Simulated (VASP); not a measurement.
# ZrS (Fmmm) in VASP: further runs, part 2 of 2

VASP 6.6.1. Earlier steps stand in the parts before.

## 4. Single point, PBEsol (strain +0.0525 x Voigt [1, -1, 0, 0, 0, 0])

File INCAR:

```
ALGO = Normal
EDIFF = 1E-7
ENCUT = 520
GGA = PS
ISIF = 2
ISMEAR = 0
LASPH = T
LCHARG = F
LREAL = F
LWAVE = F
NBANDS = 16
NELM = 80
PREC = Accurate
SIGMA = 0.15
```

File KPOINTS:

```
k-points
0
Gamma
  16 16 16
```

File POSCAR:

```
ZrS
1.0
    0.0000000000      2.4871875000      2.6250000000
    2.7628125000      0.0000000000      2.6250000000
    2.7628125000      2.4871875000      0.0000000000
Zr S
1 1
Direct
    0.0000000000      0.0000000000      0.0000000000
    0.5000000000      0.5000000000      0.5000000000
```

Command:

```console
> cat potpaw_PBE.64/Zr_sv/POTCAR potpaw_PBE.64/S/POTCAR > POTCAR
> mpirun -np 1 vasp_std > vasp.out
```

Run time: 8.7 min. Hardware: 1 thread of Intel Xeon 8259CL, shared host; peak memory 0.45 GiB.

The run converged. Its results:

```
Free energy            : -16.3374 eV
Pressure               : -2.9 GPa
Band gap on the k mesh : zero (bands 9 and 10 overlap by 2.79 eV)
```

Stress tensor (GPa, compression positive):
```
-14.21   0.00   0.00
  0.00  11.84   0.00
  0.00   0.00  -6.39
```

Levels at points of the mesh, in eV from the Fermi level:
| k point | band 5 | band 6 | band 7 | band 8 | band 9 | band 10 | band 11 | band 12 | band 13 | band 14 |
| --- | --- | --- | --- | --- | --- | --- | --- | --- | --- | --- |
| (0.00, 0.00, 0.00) | -15.82 | -3.59 | -3.50 | -3.31 | -1.86 | -1.31 | -1.06 | -0.77 | -0.63 | 2.32 |
| (0.50, 0.00, 0.00) | -14.19 | -8.02 | -6.03 | -5.96 | 1.36 | 1.72 | 1.85 | 1.95 | 4.85 | 5.38 |
| (0.50, 0.50, 0.00) | -14.98 | -6.24 | -4.40 | -4.33 | -3.40 | 0.38 | 2.00 | 2.69 | 2.91 | 3.54 |
| (0.50, 0.00, 0.50) | -14.94 | -5.83 | -4.68 | -4.63 | -3.41 | 0.78 | 2.04 | 2.53 | 2.87 | 3.50 |
| (0.00, 0.50, 0.50) | -15.05 | -6.50 | -4.23 | -4.12 | -3.49 | 0.27 | 2.28 | 2.46 | 2.89 | 3.45 |

Caveat: the cell differs from its parent crystal (strain +0.0525 x Voigt [1, -1, 0, 0, 0, 0]); the PAW data sets were made with another functional, which shifts forces and pressure a little.

## 5. Single point, PBEsol (strain -0.0300 x Voigt [1, -1, 0, 0, 0, 0])

File INCAR:

```
ALGO = Normal ; EDIFF = 1E-6
ENCUT = 520 ; GGA = PS
ISIF = 2 ; ISMEAR = 0
LASPH = True ; LCHARG = False
LREAL = False ; LWAVE = False
NBANDS = 16 ; NELM = 100
PREC = Accurate ; SIGMA = 0.15
```

KPOINTS is that of step 4.

File POSCAR:

```
ZrS
1.0
    0.0000000000      2.7037500000      2.6250000000
    2.5462500000      0.0000000000      2.6250000000
    2.5462500000      2.7037500000      0.0000000000
Zr S
1 1
Direct
    0.0000000000      0.0000000000      0.0000000000
    0.5000000000      0.5000000000      0.5000000000
```

Potentials or basis: VASP PAW PBE potentials, release 64 (Zr_sv, S).

Command:

```console
> cat potpaw_PBE.64/Zr_sv/POTCAR potpaw_PBE.64/S/POTCAR > POTCAR
> mpirun -np 1 vasp_std > vasp.out
```

OUTCAR:

```text
EDIFF = 1E-6
   ENCUT = 520
   GGA = PS
   ISIF = 2
   ISMEAR = 0
   LASPH = True
   LREAL = False
   NELM = 100
   PREC = Accurate

 ion  position               nearest neighbor table
   1  0.000  0.000  0.000-   2 2.55   2 2.55   2 2.62   2 2.62   2 2.70   2 2.70
   2  0.500  0.500  0.500-   1 2.55   1 2.55   1 2.62   1 2.62   1 2.70   1 2.70

  LATTYP: Found a face centered orthorhombic cell.
 ALAT       =     5.0925000000
 B/A-ratio  =     1.0309278351
 C/A-ratio  =     1.0618556701

  Lattice vectors:

 A1 = (   0.0000000000,   2.7037500000,  -2.6250000000)
 A2 = (   2.5462500000,   2.7037500000,   0.0000000000)
 A3 = (   2.5462500000,   0.0000000000,  -2.6250000000)

Analysis of symmetry for initial positions (statically):
=====================================================================
 Subroutine PRICEL returns:
 Original cell was already a primitive cell.

 Routine SETGRP: Setting up the symmetry group for a
 face centered orthorhombic supercell.

 Subroutine GETGRP returns: Found  8 space group operations
 (whereof  8 operations were pure point group operations)
 out of a pool of  8 trial point group operations.

[... 163 lines left out ...]

 val. band max:       10.5971692057   @ k =  -0.1250   0.0625   0.1875
 cond. band min:      10.6008872613   @ k =   0.2500   0.0625   0.0625
 fundamental gap:      0.0037180556
 Fermi energy:        10.5975295226

 k-point     1 :       0.0000    0.0000    0.0000
  band No.  band energies     occupation
      1     -39.2642      2.00000
      2     -17.2819      2.00000
      3     -17.2613      2.00000
      4     -17.2470      2.00000
      5      -5.2177      2.00000
      6       7.0330      2.00000
[... 433 lines left out ...]
      3     -17.2699      2.00000
      4     -17.2569      2.00000
      5      -5.0845      2.00000
      6       6.2808      2.00000
[... 8 lines left out ...]
     15      18.1850      0.00000
     16      21.9390      0.00000

 [... further k-points ...]

------------------------ aborting loop because EDIFF is reached ----------------------------------------

  FORCE on cell =-STRESS in cart. coord.  units (eV):
  Direction    XX          YY          ZZ          XY          YZ          ZX
  --------------------------------------------------------------------------------------
  -------------------------------------------------------------------------------------
  Total        0.6347209     -2.6674648     -1.4542185      0.0000000      0.0000000      0.0000000
  in kB       28.1362684   -118.2448952    -64.4634245      0.0000000      0.0000000      0.0000000
  external PRESSURE =     -51.5240171 kB  Pullay stress =       0.0000000 kB

 VOLUME and BASIS-vectors are now :
 -----------------------------------------------------------------------------
  energy-cutoff  :      520.00
  volume of cell :       36.14
      direct lattice vectors                 reciprocal lattice vectors
     0.000000000  2.703750000  2.625000000    -0.196367207  0.184928340  0.190476190
     2.546250000  0.000000000  2.625000000     0.196367207 -0.184928340  0.190476190
     2.546250000  2.703750000  0.000000000     0.196367207  0.184928340 -0.190476190

 POSITION                                       TOTAL-FORCE (eV/Angst)
 -----------------------------------------------------------------------------------
      0.00000      0.00000      0.00000         0.000000     -0.000000      0.000000
      2.54625      2.70375      2.62500         0.000000      0.000000      0.000000
 -----------------------------------------------------------------------------------
    total drift:                                0.000000      0.000000      0.000000

  FREE ENERGIE OF THE ION-ELECTRON SYSTEM (eV)
  ---------------------------------------------------
  free  energy   TOTEN  =       -16.4391544991 eV

  energy  without entropy=      -16.4244212280  energy(sigma->0) =      -16.43178786
```

stdout:

```text
POSCAR found type information on POSCAR ZrS
 POSCAR found :  2 types and       2 ions
 scaLAPACK will be used
 -----------------------------------------------------------------------------
|                                                                             |
|                                                                             |
|     You enforced a specific xc type in the INCAR file but a different       |
|     I HOPE YOU KNOW WHAT YOU ARE DOING!                                     |
|                                                                             |
 -----------------------------------------------------------------------------

 LDA part: xc-table for (Slater+PW92), standard interpolation
 POSCAR, INCAR and KPOINTS ok, starting setup
 FFT: planning ... GRIDC
 FFT: planning ... GRID_SOFT
 FFT: planning ... GRID
 WAVECAR not read
 entering main loop
```

Wall time 8.7 min (1 thread of Intel Xeon 8259CL, shared host); peak memory 0.45 GiB.

What came out:

```yaml
Free_energy: -16.4392 eV
Pressure: -5.2 GPa
Band_gap_on_the_k_mesh: zero (bands 9 and 10 overlap by 2.74 eV)
```

Caveat: the cell differs from its parent crystal (strain -0.0300 x Voigt [1, -1, 0, 0, 0, 0]); the cell stands under tension; the PAW data sets were made with another functional, which shifts forces and pressure a little.

## 6. Overview

| cell | gap on the mesh (eV) | pressure (GPa) |
| --- | --- | --- |
| a = 3.825, b = 3.603, c = 3.719 Å, angles 63.0, 57.0, 60.0°, 2 atoms | none | -1.9 |
| a = 3.630, b = 3.797, c = 3.716 Å, angles 57.8, 62.2, 60.0°, 2 atoms | none | -3.8 |
| a = 3.616, b = 3.811, c = 3.717 Å, angles 57.4, 62.6, 60.0°, 2 atoms | none | -2.9 |
| a = 3.768, b = 3.657, c = 3.714 Å, angles 61.5, 58.5, 60.0°, 2 atoms | none | -5.2 |

Alike in all rows: task single point; level PBEsol; potentials or basis VASP PAW PBE potentials, release 64 (Zr_sv, S); no spin polarisation; k mesh 16 × 16 × 16; cutoff (eV) 520; smearing gaussian 0.15 eV.

Caveats: the PAW data sets were made with another functional, which shifts forces and pressure a little; the cell stands under tension (at least some runs).

Absolute energies hang on the potentials; compare differences alone.
